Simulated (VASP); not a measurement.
# BaS (Fm-3m) in VASP: settings compared

BaS is run at these levels: RPBE+D4, PBE+D3(BJ), PBEsol; tasks: single point.

All numbers are computed with VASP 6.6.1; they aren't measurements. Logs are shortened: lines on timing, memory, paths and dates and some standing lists are left out, and cuts for length are marked.

### 1 The cell of the first run

The structure is cubic, space group Fm-3m (No. 225). Conventional cell: a = 6.495 Å, b = 6.495 Å, c = 6.495 Å, α = 90.00°, β = 90.00°, γ = 90.00°. Within 4.3 Å of Ba (site symmetry m-3m) lie 6 S at 3.25 Å. S (site symmetry m-3m) has 6 Ba at 3.25 Å within 4.3 Å.

### 2 Single point, RPBE+D4 (volume scaled by 1.04)

The input, INCAR:

```
SYSTEM = BaS
ALGO = Normal
EDIFF = 1E-6
ENCUT = 520
GGA = RP
ISIF = 2
ISMEAR = 0
IVDW = 13
LASPH = .True.
LCHARG = .False.
LREAL = .False.
LWAVE = .False.
NBANDS = 15
NELM = 60
PREC = Accurate
SIGMA = 0.05
```

The input, KPOINTS:

```
k-points
0
Gamma
  6 6 6
  0 0 0
```

The input, POSCAR:

```
BaS
1.0
    0.0000000000      3.2477258449      3.2477258449
    3.2477258449      0.0000000000      3.2477258449
    3.2477258449      3.2477258449      0.0000000000
Ba S
1 1
Direct
    0.5000000000      0.5000000000      0.5000000000
    0.0000000000      0.0000000000      0.0000000000
```

Potentials or basis: VASP PAW PBE potentials, release 64 (Ba_sv, S).

Command:

```
> cat potpaw_PBE.64/Ba_sv/POTCAR potpaw_PBE.64/S/POTCAR > POTCAR
> mpirun -np 1 vasp_std > vasp.out
```

OUTCAR:

```text
SYSTEM = BaS
   EDIFF = 1E-6
   ENCUT = 520
   GGA = RP
   ISIF = 2
   ISMEAR = 0
   IVDW = 13
   LASPH = .True.
   LREAL = .False.
   NELM = 60
   PREC = Accurate

 ion  position               nearest neighbor table
   1  0.500  0.500  0.500-   2 3.25   2 3.25   2 3.25   2 3.25   2 3.25   2 3.25
   2  0.000  0.000  0.000-   1 3.25   1 3.25   1 3.25   1 3.25   1 3.25   1 3.25

  LATTYP: Found a face centered cubic cell.
 ALAT       =     6.4954516898

  Lattice vectors:

 A1 = (   0.0000000000,   3.2477258449,   3.2477258449)
 A2 = (   3.2477258449,   0.0000000000,   3.2477258449)
 A3 = (   3.2477258449,   3.2477258449,   0.0000000000)

Analysis of symmetry for initial positions (statically):
[... 5 lines left out ...]
 face centered cubic supercell.

 Subroutine GETGRP returns: Found 48 space group operations
 (whereof 48 operations were pure point group operations)
 out of a pool of 48 trial point group operations.

The static configuration has the point symmetry O_h .

Analysis of symmetry for dynamics (positions and initial velocities):
[... 5 lines left out ...]
 face centered cubic supercell.

 Subroutine GETGRP returns: Found 48 space group operations
 (whereof 48 operations were pure point group operations)
 out of a pool of 48 trial point group operations.

The dynamic configuration has the point symmetry O_h .

 Subroutine INISYM returns: Found 48 space group operations
 (whereof 48 operations are pure point group operations),
 and found     1 'primitive' translations

----------------------------------------------------------------------------------------

                                     Primitive cell

  volume of cell :      68.5122

  direct lattice vectors                    reciprocal lattice vectors
     0.000000000  3.247725845  3.247725845    -0.153953882  0.153953882  0.153953882
     3.247725845  0.000000000  3.247725845     0.153953882 -0.153953882  0.153953882
     3.247725845  3.247725845  0.000000000     0.153953882  0.153953882 -0.153953882

  length of vectors
     4.592977937  4.592977937  4.592977937     0.266655945  0.266655945  0.266655945

  position of ions in fractional coordinates (direct lattice)
     0.500000000  0.500000000  0.500000000
     0.000000000  0.000000000  0.000000000

  ion indices of the primitive-cell ions
   primitive index   ion index
                 1           1
                 2           2

----------------------------------------------------------------------------------------

 KPOINTS: k-points

Automatic generation of k-mesh.
 Grid dimensions read from file:
 generate k-points for:    6    6    6

 Generating k-lattice:

  Cartesian coordinates                     Fractional coordinates (reciprocal lattice)
    -0.025658980  0.025658980  0.025658980     0.166666667  0.000000000  0.000000000
     0.025658980 -0.025658980  0.025658980     0.000000000  0.166666667  0.000000000
     0.025658980  0.025658980 -0.025658980     0.000000000  0.000000000  0.166666667

  Length of vectors
     0.044442657  0.044442657  0.044442657

  Shift w.r.t. Gamma in fractional coordinates (k-lattice)
     0.000000000  0.000000000  0.000000000

 Subroutine IBZKPT returns following result:
 ===========================================

 Found     16 irreducible k-points:

 Following reciprocal coordinates:
            Coordinates               Weight
  0.000000  0.000000  0.000000      1.000000
  0.166667  0.000000  0.000000      8.000000
  0.333333  0.000000  0.000000      8.000000
  0.500000  0.000000  0.000000      4.000000
  0.166667  0.166667  0.000000      6.000000
  0.333333  0.166667  0.000000     24.000000
[... 8 lines left out ...]
 -0.333333  0.333333  0.166667     24.000000
 -0.333333  0.500000  0.166667     12.000000
   k-points           NKPTS =     16   k-points in BZ     NKDIM =     16   number of bands    NBANDS=     15
   number of dos      NEDOS =    301   number of ions     NIONS =      2
   total plane-waves  NPLWV =  46656
   dimension x,y,z NGX =    36 NGY =   36 NGZ =   36
   dimension x,y,z NGXF=    72 NGYF=   72 NGZF=   72
   ions per type =               1   1
   NGX,Y,Z   is equivalent  to a cutoff of  13.03, 13.03, 13.03 a.u.
   NGXF,Y,Z  is equivalent  to a cutoff of  26.06, 26.06, 26.06 a.u.
 SYSTEM =  BaS
   PREC   = accura    normal or accurate (medium, high low for compatibility)
   ISTART =      0    job   : 0-new  1-cont  2-samecut
   ICHARG =      2    charge: 1-file 2-atom 10-const
   ISPIN  =      1    spin polarized calculation?
   LNONCOLLINEAR =      F non collinear calculations
   LSORBIT =      F    spin-orbit coupling
   LASPH  =      T    aspherical Exc in radial PAW
   ENCUT  =  520.0 eV  38.22 Ry    6.18 a.u.   8.54  8.54  8.54*2*pi/ulx,y,z
   NELM   =     60;   NELMIN=  2; NELMDL= -5     # of ELM steps
   EDIFF  = 0.1E-05   stopping-criterion for ELM
   LREAL  =      F    real-space projection
   EDIFFG = 0.1E-04   stopping-criterion for IOM
   NSW    =      0    number of steps for IOM
   IBRION =     -1    ionic relax: 0-MD 1-quasi-New 2-CG
   NFREE  =      0    steps in history (QN), initial steepest desc. (CG)
   ISIF   =      2    stress and relaxation
   ISYM   =      2    0-nonsym 1-usesym 2-fastsym
   POTIM  = 0.5000    time-step for ionic-motion
   TEBEG  =    0.0;   TEEND  =   0.0 temperature during run
   PSTRESS=    0.0 pullay stress
   NELECT =      16.0000    total number of electrons
   NUPDOWN=      -1.0000    fix difference up-down
   EMIN   =  10.00;   EMAX   =-10.00  energy-range for DOS
   EFERMI =   0.00;   METHOD = LEGACY
   ISMEAR =     0;   SIGMA  =   0.05  broadening in eV -4-tet -1-fermi 0-gaus
   EFERMI_NEDOS =   21; number of points for ismear=-14 and -15
   IALGO  =     38    algorithm
   IMIX   =      4    mixing-type and parameters
     AMIX     =   0.40;   BMIX     =  1.00
     AMIX_MAG =   1.60;   BMIX_MAG =  1.00
  volume/ion in A,a.u.               =      34.26       231.17
  Fermi-wavevector in a.u.,A,eV,Ry     =   1.008151  1.905129 13.828524  1.016368
  Thomas-Fermi vector in A             =   2.141000
   LORBIT       =      0    0 simple, 1 ext, 2 COOP (PROOUT), +10 PAW based schemes
   GGA     = RP    functional components
   LHFCALC =     F    Hartree Fock is set to
   AEXX    =    0.0000 exact exchange contribution
   IVDW    =    13    specifies the selected vdW correction
   LEPSILON=     F    determine dielectric tensor
   LRPA    =     F    only Hartree local field effects (RPA)
 non-spin polarized calculation
 Gauss-broadening in eV      SIGMA  =   0.05
  energy-cutoff  :      520.00
  volume of cell :       68.51
 maximum number of plane-waves:      1868
 NGX is ok and might be reduce to    36
   NGX = 17   NGY = 17   NGZ = 17

 number of electron      16.0000000 magnetization

 Free energy of the ion-electron system (eV)
  ---------------------------------------------------
  ext. energy  EPLUGINS =         0.00000000
  ---------------------------------------------------
  free energy    TOTEN  =        -9.65139271 eV

  energy without entropy =       -9.65139271  energy(sigma->0) =       -9.65139271

 E-fermi :   1.6193     XC(G=0):  -8.1951

 val. band max:        1.3209519617   @ k =   0.0000   0.0000   0.0000
 cond. band min:       3.6513603232   @ k =   0.5000   0.5000   0.0000
 fundamental gap:      2.3304083615
 Fermi energy:         1.6192969640

 k-point     1 :       0.0000    0.0000    0.0000
  band No.  band energies     occupation
      1     -24.9637      2.00000
      2     -10.0378      2.00000
      3     -10.0378      2.00000
      4     -10.0378      2.00000
      5      -8.9468      2.00000
      6       1.3210      2.00000
      7       1.3210      2.00000
      8       1.3210      2.00000
      9       4.9145      0.00000
     10       5.2762      0.00000
     11       5.2762      0.00000
     12       5.2762      0.00000
     13       6.0896      0.00000
     14       6.0896      0.00000
     15      10.2301      0.00000

 k-point     2 :       0.1667    0.0000    0.0000
  band No.  band energies     occupation
      1     -24.9553      2.00000
      2     -10.3580      2.00000
      3     -10.0458      2.00000
      4     -10.0458      2.00000
      5      -8.6029      2.00000
      6       0.7307      2.00000
      7       1.0158      2.00000
      8       1.0158      2.00000
      9       5.3173      0.00000
     10       5.6567      0.00000
     11       5.6567      0.00000
     12       5.8356      0.00000
     13       6.8022      0.00000
     14       6.8022      0.00000
     15      11.1882      0.00000

 k-point     3 :       0.3333    0.0000    0.0000
  band No.  band energies     occupation
      1     -24.9385      2.00000
      2     -10.7705      2.00000
      3     -10.0618      2.00000
      4     -10.0618      2.00000
      5      -8.1396      2.00000
      6      -0.1094      2.00000
      7       0.5384      2.00000
      8       0.5384      2.00000
      9       5.8493      0.00000
     10       6.6618      0.00000
     11       6.6618      0.00000
     12       7.2374      0.00000
     13       8.4223      0.00000
     14       8.4223      0.00000
     15      11.4545      0.00000
[... 199 lines left out ...]
 k-point    15 :      -0.3333    0.3333    0.1667
  band No.  band energies     occupation
      1     -24.9223      2.00000
      2     -10.6357      2.00000
      3     -10.2510      2.00000
      4     -10.1720      2.00000
      5      -8.3289      2.00000
      6       0.1407      2.00000
      7       0.6555      2.00000
      8       0.7059      2.00000
      9       5.8383      0.00000
     10       5.9288      0.00000
     11       7.7325      0.00000
     12       8.1397      0.00000
     13       8.4856      0.00000
     14      10.4668      0.00000
     15      10.4830      0.00000

 k-point    16 :      -0.3333    0.5000    0.1667
  band No.  band energies     occupation
      1     -24.9198      2.00000
      2     -10.3766      2.00000
      3     -10.3663      2.00000
      4     -10.2501      2.00000
      5      -8.5504      2.00000
      6       0.4931      2.00000
      7       0.7755      2.00000
      8       0.9378      2.00000
      9       4.6612      0.00000
     10       6.8378      0.00000
     11       7.3224      0.00000
     12       8.0850      0.00000
     13       8.5938      0.00000
     14       9.4047      0.00000
     15      10.9323      0.00000

------------------------ aborting loop because EDIFF is reached ----------------------------------------

  DFT-D4 for vdW energy calculation

  Edisp (eV):   -0.74460

  FORCE on cell =-STRESS in cart. coord.  units (eV):
  Direction    XX          YY          ZZ          XY          YZ          ZX
  --------------------------------------------------------------------------------------
  -------------------------------------------------------------------------------------
  Total      -0.41660    -0.41660    -0.41660     0.00000    -0.00000     0.00000
  in kB      -9.74242    -9.74242    -9.74242     0.00000    -0.00000     0.00000
  external pressure =       -9.74 kB  Pullay stress =        0.00 kB

 VOLUME and BASIS-vectors are now :
 -----------------------------------------------------------------------------
  energy-cutoff  :      520.00
  volume of cell :       68.51
      direct lattice vectors                 reciprocal lattice vectors
     0.000000000  3.247725845  3.247725845    -0.153953882  0.153953882  0.153953882
     3.247725845  0.000000000  3.247725845     0.153953882 -0.153953882  0.153953882
     3.247725845  3.247725845  0.000000000     0.153953882  0.153953882 -0.153953882

 POSITION                                       TOTAL-FORCE (eV/Angst)
 -----------------------------------------------------------------------------------
      3.24773      3.24773      3.24773         0.000000     -0.000000      0.000000
      0.00000      0.00000      0.00000        -0.000000      0.000000     -0.000000
 -----------------------------------------------------------------------------------
    total drift:                                0.000000      0.000000      0.000000

  FREE ENERGIE OF THE ION-ELECTRON SYSTEM (eV)
  ---------------------------------------------------
  free  energy   TOTEN  =       -10.3959911500 eV

  energy  without entropy=      -10.3959911500  energy(sigma->0) =      -10.39599115
```

Run time: 10 s. Hardware: 1 thread of Intel Xeon Platinum 8488C (Sapphire Rapids), shared host; peak memory 0.2 GiB.

Results:

| Quantity | Value |
| --- | --- |
| Free energy | -10.3960 eV |
| Pressure | -1.0 GPa |
| Band gap on the k mesh | 2.33 eV, indirect (least direct gap 2.49 eV) |
| Dispersion energy per atom | -0.372 eV |

Caveat: the cell differs from its parent crystal (volume scaled by 1.04); the PAW data sets were made with another functional, which shifts forces and pressure a little; spin-orbit coupling is left out, which moves the levels of the heavy elements. A k mesh can miss the band edges.

### 3 Single point, PBE+D3(BJ) (volume scaled by 0.98)

The input, INCAR:

```
PREC = Accurate ; ENCUT = 520
EDIFF = 1E-7 ; ISMEAR = 0
SIGMA = 0.05 ; LREAL = False
LASPH = True ; NELM = 100
ALGO = Normal ; ISIF = 2
LWAVE = False ; LCHARG = False
GGA = PE ; IVDW = 12
NBANDS = 15
```

The input, KPOINTS:

```
Automatic mesh
0
Gamma
  6 6 6
```

The input, POSCAR:

```
BaS
1.0
    0.0000000000      3.1583453949      3.1583453949
    3.1583453949      0.0000000000      3.1583453949
    3.1583453949      3.1583453949      0.0000000000
Ba S
1 1
Direct
    0.5000000000      0.5000000000      0.5000000000
    0.0000000000      0.0000000000      0.0000000000
```

Potentials or basis: VASP PAW PBE potentials, release 64 (Ba_sv, S).

Command:

```
> cat potpaw_PBE.64/Ba_sv/POTCAR potpaw_PBE.64/S/POTCAR > POTCAR
> mpirun -np 1 vasp_std > vasp.out
```

Run time: 28 s. Hardware: 1 thread of Intel Xeon Platinum 8259CL at 2.50GHz (Skylake/Cascade Lake), shared host; peak memory 0.2 GiB.

The run converged. Its results:

| Property | Result |
| --- | --- |
| Free energy | -10.7286 eV |
| Pressure | 1.6 GPa |
| Band gap on the k mesh | 2.05 eV, indirect (least direct gap 2.16 eV) |
| Dispersion energy per atom | -0.287 eV |

Levels at points of the mesh, in eV from the valence-band top:
```tsv
k point	band 4	band 5	band 6	band 7	band 8	band 9	band 10	band 11	band 12	band 13
(0.00, 0.00, 0.00)	-11.02	-10.41	0.00	0.00	0.00	3.77	3.87	3.87	3.87	4.83
(0.50, 0.00, 0.00)	-11.06	-9.01	-2.01	-1.15	-1.15	5.66	5.79	6.43	6.43	9.07
(0.50, 0.50, 0.00)	-11.24	-10.33	-0.48	-0.12	-0.12	2.05	6.02	6.23	7.68	7.68
```

Caveat: the cell differs from its parent crystal (volume scaled by 0.98); spin-orbit coupling is left out, which moves the levels of the heavy elements. A k mesh can miss the band edges.

### 4 Single point, PBE+D3(BJ) (volume scaled by 0.96)

The input, INCAR:

```
PREC = Accurate ; ENCUT = 520
EDIFF = 1E-6 ; ISMEAR = 0
SIGMA = 0.05 ; LREAL = False
LASPH = True ; NELM = 80
ALGO = Normal ; ISIF = 2
LWAVE = False ; LCHARG = False
GGA = PE ; IVDW = 12
NBANDS = 15
```

KPOINTS is that of step 3.

The input, POSCAR:

```
BaS
1.0
    0.0000000000      3.1367122132      3.1367122132
    3.1367122132      0.0000000000      3.1367122132
    3.1367122132      3.1367122132      0.0000000000
Ba S
1 1
Direct
    0.5000000000      0.5000000000      0.5000000000
    0.0000000000      0.0000000000      0.0000000000
```

Command:

```
> cat potpaw_PBE.64/Ba_sv/POTCAR potpaw_PBE.64/S/POTCAR > POTCAR
> mpirun -np 1 vasp_std > vasp.out
```

Wall time 31 s (1 thread of Intel Xeon Platinum 8259CL at 2.50GHz (Skylake/Cascade Lake), shared host); peak memory 0.2 GiB.

It converged, with:

| Quantity | Value |
| --- | --- |
| Free energy | -10.7110 eV |
| Pressure | 2.7 GPa |
| Band gap on the k mesh | 2.01 eV, indirect (least direct gap 2.11 eV) |
| Dispersion energy per atom | -0.294 eV |

Levels at points of the mesh, in eV from the valence-band top:
| k point | band 6 | band 7 | band 8 | band 9 | band 10 | band 11 |
| --- | --- | --- | --- | --- | --- | --- |
| (0.00, 0.00, 0.00) | 0.00 | 0.00 | 0.00 | 3.87 | 3.87 | 3.87 |
| (0.50, 0.00, 0.00) | -2.06 | -1.20 | -1.20 | 5.73 | 5.85 | 6.51 |
| (0.50, 0.50, 0.00) | -0.45 | -0.10 | -0.10 | 2.01 | 6.07 | 6.36 |

Caveat: the cell differs from its parent crystal (volume scaled by 0.96); spin-orbit coupling is left out, which moves the levels of the heavy elements. A k mesh can miss the band edges.

### 5 Single point, PBEsol

This run uses another cell than the first one, of 31.73 Å³/atom, 0.926 times its volume.

The input, INCAR:

```
SYSTEM = BaS
ALGO     = Normal         ! electronic algorithm
EDIFF    = 1E-7           ! SCF threshold, eV
ENCUT    = 520            ! plane-wave cutoff, eV
GGA      = PS             ! functional
ISIF     = 2              ! what is computed and relaxed
ISMEAR   = 0              ! smearing method
LASPH    = .TRUE.         ! aspherical terms in the spheres
LCHARG   = .FALSE.        ! write CHGCAR
LREAL    = .FALSE.        ! projectors in reciprocal space
LWAVE    = .FALSE.        ! write WAVECAR
NBANDS   = 15             ! bands
NELM     = 80             ! most SCF steps
PREC     = Accurate       ! precision mode
SIGMA    = 0.05           ! smearing width, eV
```

The input, KPOINTS:

```
k-points
0
G
  6 6 6
  0 0 0
```

The input, POSCAR:

```
BaS
1.0
    0.0000000000      3.1659335240      3.1659335240
    3.1659335240      0.0000000000      3.1659335240
    3.1659335240      3.1659335240      0.0000000000
Ba S
1 1
Direct
    0.5000000000      0.5000000000      0.5000000000
    0.0000000000      0.0000000000      0.0000000000
```

Command:

```
> cat potpaw_PBE.64/Ba_sv/POTCAR potpaw_PBE.64/S/POTCAR > POTCAR
> mpirun -np 1 vasp_std > vasp.out
```

Run time: 30 s. Hardware: 1 thread of Intel Xeon Platinum 8259CL at 2.50GHz (Skylake/Cascade Lake), shared host; peak memory 0.2 GiB.

Results (log left out):

- Free energy: -10.7170 eV
- Pressure: 0.7 GPa
- Band gap on the k mesh: 1.93 eV, indirect (least direct gap 2.06 eV)

Levels at points of the mesh, in eV from the valence-band top:
| k point | band 4 | band 5 | band 6 | band 7 | band 8 | band 9 | band 10 | band 11 | band 12 | band 13 |
| --- | --- | --- | --- | --- | --- | --- | --- | --- | --- | --- |
| (0.00, 0.00, 0.00) | -11.00 | -10.39 | 0.00 | 0.00 | 0.00 | 3.54 | 3.78 | 3.78 | 3.78 | 4.77 |
| (0.50, 0.00, 0.00) | -11.04 | -9.00 | -2.05 | -1.16 | -1.16 | 5.56 | 5.60 | 6.36 | 6.36 | 8.95 |
| (0.50, 0.50, 0.00) | -11.21 | -10.30 | -0.51 | -0.12 | -0.12 | 1.93 | 5.97 | 6.08 | 7.62 | 7.62 |

Caveat: the PAW data sets were made with another functional, which shifts forces and pressure a little; spin-orbit coupling is left out, which moves the levels of the heavy elements.

### 6 The runs side by side

| level | cell | gap on the mesh (eV) | pressure (GPa) |
| --- | --- | --- | --- |
| RPBE+D4 | a = 4.593 Å, angles 60.0°, 2 atoms | 2.33 | -1.0 |
| PBE+D3(BJ) | a = 4.467 Å, angles 60.0°, 2 atoms | 2.05 | 1.6 |
| PBE+D3(BJ) | a = 4.436 Å, angles 60.0°, 2 atoms | 2.01 | 2.7 |
| PBEsol | a = 4.477 Å, angles 60.0°, 2 atoms | 1.93 | 0.7 |

Alike in all rows: task single point; potentials or basis VASP PAW PBE potentials, release 64 (Ba_sv, S); no spin polarisation; k mesh 6 × 6 × 6; cutoff (eV) 520; smearing gaussian 0.05 eV.

Caveats: spin-orbit coupling is left out, which moves the levels of the heavy elements; the PAW data sets were made with another functional, which shifts forces and pressure a little (some runs).

Absolute energies hang on the potentials; compare differences alone.
